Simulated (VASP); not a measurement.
A run of VASP 6.6.1 is set up as follows.

The input INCAR:

```
SYSTEM = ZrH4
PREC = Accurate ; ENCUT = 600
EDIFF = 1E-6 ; ISMEAR = 0
SIGMA = 0.15 ; LREAL = .FALSE.
LASPH = .TRUE. ; NELM = 80
ALGO = Normal ; ISIF = 3
LWAVE = .FALSE. ; LCHARG = .FALSE.
GGA = PE ; IBRION = 2
NSW = 36 ; EDIFFG = -0.08
```

Contents of KPOINTS:

```
Automatic mesh
0
G
  3 3 3
  0 0 0
```

Contents of POSCAR:

```
ZrH4
1.0
    4.6407902000      0.0000000000      0.0000000000
    0.0000000000      4.6195216800      0.0000000000
    0.0000000000      0.0000000000      4.9424403700
Zr H
2 8
Direct
    0.5000000000      0.0000000000      0.1925853400
    0.5000000000      0.5000000000      0.6925853400
    0.7910637800      0.4994257600      0.2202326300
    0.2089362200      0.5005742400      0.2202326300
    0.7910637800      0.0005742400      0.7202326300
    0.2089362200      0.9994257600      0.7202326300
    0.0000000000      0.0000000000      0.2791453700
    0.0000000000      0.5000000000      0.7791453700
    0.5000000000      0.0000000000      0.8811774800
    0.5000000000      0.5000000000      0.3811774800
```

Potentials or basis: VASP PAW PBE potentials, release 64 (Zr_sv, H).

Run with:

```sh
$ cat potpaw_PBE.64/Zr_sv/POTCAR potpaw_PBE.64/H/POTCAR > POTCAR
$ mpirun -np 1 vasp_std > vasp.out
```

**Question.** What does it give for the band gap on the k mesh?

**Answer.** Zero (bands 16 and 17 overlap by 0.01 eV).

**Question.** What does it give for the relaxed cell?

**Answer.** a = 4.046 Å, b = 3.671 Å, c = 5.613 Å, α = 90.00°, β = 90.00°, γ = 90.00°.

**Question.** Predict the space group after relaxing (to 0.1 Å).

**Answer.** Amm2 (No. 38).

**Question.** Predict the relaxed volume.

**Answer.** 8.34 Å³/atom.

Final structure:
```
CELL_PARAMETERS angstrom
4.04587 0.00000 0.00000
0.00000 3.67132 0.00000
0.00000 0.00000 5.61323
ATOMIC_POSITIONS crystal
Zr 0.50000 0.00000 0.35439
Zr 0.50000 0.50000 0.85439
H 0.75442 0.49968 0.19440
H 0.24558 0.50032 0.19440
H 0.75442 0.00032 0.69439
H 0.24558 0.99968 0.69439
H 0.00000 0.00000 0.34154
H 0.00000 0.50000 0.84154
H 0.50000 0.00000 0.70865
H 0.50000 0.50000 0.20865
```

Caveat: the k points lie up to 0.57 Å⁻¹ apart in the final cell; the volume moved by over 15 % at a fixed basis, so the end points are rough.
